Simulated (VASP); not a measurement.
Write the native input for VASP 6.6.1 that does the following.

| Quantity | Value |
| --- | --- |
| Task | single point |
| Functional | r2SCAN |
| Potentials or basis | VASP PAW PBE potentials, release 64 (Li_sv, Zn, Ge_d, Se) |
| Cutoff | 520 eV |
| k mesh | 6 × 6 × 6 |
| Occupations | gaussian, width 0.01 eV |
| Spin | no spin polarisation |
| Dipole correction | no |
| Further INCAR settings | ALGO = Normal; EDIFF = 1e-06; NBANDS = 38 |

Li2ZnGeSe4:

```
CELL_PARAMETERS angstrom
-2.72382 2.72382 5.82911
2.72382 -2.72382 5.82911
2.72382 2.72382 -5.82911
ATOMIC_POSITIONS crystal
Li 0.75000 0.25000 0.50000
Li 0.25000 0.75000 0.50000
Zn 0.00000 0.00000 0.00000
Ge 0.50000 0.50000 0.00000
Se 0.86117 0.86117 0.48326
Se 0.13883 0.62209 0.00000
Se 0.62209 0.13883 0.00000
Se 0.37791 0.37791 0.51674
```

One way to write it, as run:

POSCAR

```
Li2ZnGeSe4
1.0
   -2.7238227867      2.7238227867      5.8291134293
    2.7238227867     -2.7238227867      5.8291134293
    2.7238227867      2.7238227867     -5.8291134293
Li Zn Ge Se
2 1 1 4
Direct
    0.7500000000      0.2500000000      0.5000000000
    0.2500000000      0.7500000000      0.5000000000
    0.0000000000      0.0000000000      0.0000000000
    0.5000000000      0.5000000000      0.0000000000
    0.8611687076      0.8611687076      0.4832628971
    0.1388312924      0.6220941894      0.0000000000
    0.6220941894      0.1388312924      0.0000000000
    0.3779058106      0.3779058106      0.5167371029
```

INCAR.step1

```
SYSTEM = Li2ZnGeSe4
ALGO = Normal ; EDIFF = 1E-4
ENCUT = 520 ; GGA = PE
ISMEAR = 0 ; LASPH = .True.
LCHARG = .False. ; LREAL = .False.
LWAVE = .True. ; NBANDS = 38
NELM = 100 ; PREC = Accurate
SIGMA = 0.01
```

INCAR.step2

```
SYSTEM = Li2ZnGeSe4
ALGO = Normal ; EDIFF = 1E-6
ENCUT = 520 ; ISIF = 2
ISMEAR = 0 ; ISTART = 1
LASPH = .True. ; LCHARG = .False.
LMIXTAU = .True. ; LREAL = .False.
LWAVE = .False. ; METAGGA = R2SCAN
NBANDS = 38 ; NELM = 100
PREC = Accurate ; SIGMA = 0.01
```

KPOINTS

```
k-points
0
Gamma
  6 6 6
  0 0 0
```

Potentials or basis: VASP PAW PBE potentials, release 64 (Li_sv, Zn, Ge_d, Se).

Launch:

```sh
$ cat potpaw_PBE.64/Li_sv/POTCAR potpaw_PBE.64/Zn/POTCAR potpaw_PBE.64/Ge_d/POTCAR potpaw_PBE.64/Se/POTCAR > POTCAR
$ cp INCAR.step1 INCAR
$ mpirun -np 1 vasp_std > vasp.out
$ cp INCAR.step2 INCAR
$ mpirun -np 1 vasp_std > vasp.out
```

Results of the run:

The largest force is 0.411 eV/Å and the band gap on the k mesh is 1.92 eV (least direct gap 1.95 eV).

Caveat: the PAW data sets were made with another functional, which shifts forces and pressure a little.

Wall time 13 min on 1 thread of Intel(R) Xeon(R) 6975P-C (Granite Rapids), on a shared host, peak memory 0.57 GiB.
